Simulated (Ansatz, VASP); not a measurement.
## Two plane-wave programs on Ta

POSCAR

```
Ta
1.0
   -1.5191776000      1.5191776000      1.6512800000
    1.5191776000     -1.5191776000      1.6512800000
    1.5191776000      1.5191776000     -1.6512800000
Ta
1
Direct
    0.0000000000      0.0000000000      0.0000000000
```

File INCAR.step1:

```
SYSTEM = Ta
ALGO = Normal ; EDIFF = 1E-4
ENCUT = 520 ; GGA = PE
ISMEAR = 0 ; LASPH = .True.
LCHARG = .False. ; LREAL = .False.
LWAVE = .True. ; NBANDS = 12
NELM = 60 ; PREC = Accurate
SIGMA = 0.15
```

Contents of INCAR.step2:

```
SYSTEM = Ta
ALGO = Normal ; EDIFF = 1E-6
ENCUT = 520 ; ISIF = 2
ISMEAR = 0 ; ISTART = 1
LASPH = .True. ; LCHARG = .True.
LELF = .True. ; LMIXTAU = .True.
LREAL = .False. ; LVHAR = .True.
LWAVE = .False. ; METAGGA = R2SCAN
NBANDS = 12 ; NELM = 60
PREC = Accurate ; SIGMA = 0.15
```

KPOINTS

```
k-points
0
Gamma
  20 20 20
  0 0 0
```

Input for Ansatz:

```yaml
crystal:
  lattice:
    - [-1.5191776, 1.5191776, 1.65128]
    - [1.5191776, -1.5191776, 1.65128]
    - [1.5191776, 1.5191776, -1.65128]
  atoms:
    - { symbol: Ta, position: [0.0, 0.0, 0.0] }
basis:
  ecutwfc: 500
kpoints:
  mp_grid: { grid: [20, 20, 20] }
hamiltonian:
  xc: r2scan
scf:
  occupations: { method: gaussian, width: 0.15 }
output:
  forces: true
  stress: true
  eigenvalues: true
```

Change from the starting cell: strain -0.080 along x and y, +0.000 along z, atoms carried along.

Alike in both runs: task single point; functional r2SCAN; k mesh 20 × 20 × 20; occupations gaussian, width 0.15 eV; no spin polarisation.

|  | VASP | Ansatz |
| --- | --- | --- |
| version | VASP 6.6.1 | Ansatz 0.2.0 |
| potentials or method | VASP PAW PBE potentials, release 64 (Ta_pv), cutoff 520 eV | scalar-relativistic, plane waves, PAW |
| valence electrons in the cell | 11 | 13 |

Ansatz gave:

- gap on the k mesh at the Fermi level (eV): none
- pressure (GPa): 47.4
- traceless stress, the component that is largest in VASP (GPa): -9.58

What did VASP give for the same quantities?

gap on the k mesh at the Fermi level (eV): none; pressure (GPa): 48.7; traceless stress, the component that is largest in VASP (GPa): -9.53.

VASP's potentials were made for PBE, not for r2SCAN. A gap of «none» marks a metal or a gap that the smearing closes. Both programs put the cell under a high pressure, so it lies far from rest at this level. The functional is the same, so the differences come from potentials, cutoffs and numerics. VASP's potentials hold 11 valence electrons a cell and Ansatz's 13, so a difference there can come from the potentials and not from the codes.

Neither program's run includes spin-orbit coupling.
